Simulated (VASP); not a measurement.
Input of a VASP 6.6.1 run:

File INCAR:

```
PREC = Accurate ; ENCUT = 520
EDIFF = 1E-7 ; ISMEAR = -1
SIGMA = 0.05 ; LREAL = False
LASPH = True ; NELM = 60
ALGO = Normal ; ISIF = 2
LWAVE = False ; LCHARG = False
GGA = PE ; NBANDS = 12
```

Contents of KPOINTS:

```
Automatic mesh
0
Gamma
  16 16 16
```

The input POSCAR:

```
Hg
1.0
   -1.9458560311      1.9458560311      1.9458560311
    1.9458560311     -1.9458560311      1.9458560311
    1.9458560311      1.9458560311     -1.9458560311
Hg
1
Direct
    0.0000000000      0.0000000000      0.0000000000
```

Potentials or basis: VASP PAW PBE potentials, release 64 (Hg).

Launch:

```sh
$ cat potpaw_PBE.64/Hg/POTCAR > POTCAR
$ mpirun -np 1 vasp_std > vasp.out
```

(1) Predict the pressure.

(2) What does it give for the band gap on the k mesh?

Answers

(1) 0.1 GPa.

(2) zero (band 6 reaches 2.90 eV, above the bottom of band 7 at 0.67 eV).

Caveat: spin-orbit coupling is left out, which moves the levels of the heavy elements.
